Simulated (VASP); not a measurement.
Here is a VASP 6.6.1 calculation.

The input INCAR:

```
ALGO     = Fast           # electronic algorithm
EDIFF    = 1E-6           # SCF threshold, eV
ENCUT    = 520            # plane-wave cutoff, eV
GGA      = PS             # functional
ISIF     = 2              # what is computed and relaxed
ISMEAR   = 0              # smearing method
LASPH    = True           # aspherical terms in the spheres
LCHARG   = False          # write CHGCAR
LREAL    = False          # projectors in reciprocal space
LWAVE    = False          # write WAVECAR
NBANDS   = 11             # bands
NELM     = 100            # most SCF steps
PREC     = Accurate       # precision mode
SIGMA    = 0.02           # smearing width, eV
```

The input KPOINTS:

```
k-points
0
Gamma
  12 12 12
```

File POSCAR:

```
Pt
1.0
    0.0000000000      1.9609000000      1.9609000000
    1.9609000000      0.0000000000      1.9609000000
    1.9609000000      1.9609000000      0.0000000000
Pt
1
Direct
    0.0000000000      0.0000000000      0.0000000000
```

Potentials or basis: VASP PAW PBE potentials, release 64 (Pt).

The run is started by

```sh
$ cat potpaw_PBE.64/Pt/POTCAR > POTCAR
$ mpirun -np 1 vasp_std > vasp.out
```

Question: Estimate the pressure.

Answer: -1.1 GPa.

Question: What does it give for the band gap on the k mesh?

Answer: Zero (band 5 reaches 11.61 eV, above the bottom of band 6 at 9.37 eV).

Caveat: the PAW data sets were made with another functional, which shifts forces and pressure a little; spin-orbit coupling is left out, which moves the levels of the heavy elements.
